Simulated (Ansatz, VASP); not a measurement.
# One calculation of FeMo3, two programs

```xyz
4
Lattice="3.7755 0.0000 0.0000 0.0000 3.7755 0.0000 0.0000 0.0000 3.7755" Properties=species:S:1:pos:R:3 pbc="T T T"
Fe    0.0000    0.0000    0.0000
Mo    0.0000    1.8878    1.8878
Mo    1.8878    0.0000    1.8878
Mo    1.8878    1.8878    0.0000
```

Alike in both runs: task relaxation of cell and atoms; functional PBE; k mesh 4 × 4 × 4; occupations gaussian, width 0.1 eV; collinear spin.

|  | VASP | Ansatz |
| --- | --- | --- |
| version | VASP 6.6.1 | Ansatz 0.2.0 |
| potentials or method | VASP PAW PBE potentials, release 64 (Fe, Mo_sv), cutoff 600 eV | scalar-relativistic, plane waves, PAW |
| valence electrons in the cell | 50 | 58 |

|  | VASP | Ansatz | Ansatz less VASP |
| --- | --- | --- | --- |
| gap on the k mesh at the Fermi level, each at its own relaxed structure (eV) | none | none | - |
| net moment per atom (μB) | 0.35 | 0.34 | -0.004 |
| size of the moment on the site where the two differ most (μB) | 0.11 | 0.09 | -0.013 |
| relaxed volume (Å³/atom) | 14.78 | 14.73 | -0.051 |
| relaxed length of the cell vector where the two differ most in proportion (Å) | 3.896 | 3.891 | -0.0045 |

Site moments also hang on the region over which each program counts them. A gap of «none» marks a metal or a gap that the smearing closes. VASP's potentials hold 50 valence electrons a cell and Ansatz's 58, so a difference there can come from the potentials and not from the codes.

The k mesh is coarse, so the values compare programs but aren't converged.
